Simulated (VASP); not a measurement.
A run of VASP 6.6.1:

The input INCAR:

```
SYSTEM = Hf
ALGO = Normal
EDIFF = 1E-6
ENCUT = 520
GGA = PE
ISIF = 2
ISMEAR = 0
LASPH = .TRUE.
LCHARG = .FALSE.
LREAL = .FALSE.
LWAVE = .FALSE.
NBANDS = 17
NELM = 80
PREC = Accurate
SIGMA = 0.1
```

Contents of KPOINTS:

```
k-points
0
G
  15 15 8
  0 0 0
```

The input POSCAR:

```
Hf
1.0
    3.2676725886      0.0000000000      0.0000000000
   -1.6338362943      2.8298874730      0.0000000000
    0.0000000000      0.0000000000      5.1670848291
Hf
2
Direct
    0.3333333333      0.6666666667      0.2500000000
    0.6666666667      0.3333333333      0.7500000000
```

Potentials or basis: VASP PAW PBE potentials, release 64 (Hf_pv).

Launch:

```sh
$ cat potpaw_PBE.64/Hf_pv/POTCAR > POTCAR
$ mpirun -np 1 vasp_std > vasp.out
```

Hardware: 1 thread of Intel(R) Xeon(R) Platinum 8488C (Sapphire Rapids), with other jobs on the host.

**Question.** How long does it take, and how much memory?

**Answer.** Run time: 32 s on 1 thread of Intel(R) Xeon(R) Platinum 8488C (Sapphire Rapids), with other jobs on the host, peak memory 0.22 GiB. Counts: scf iterations 12, k points 135.
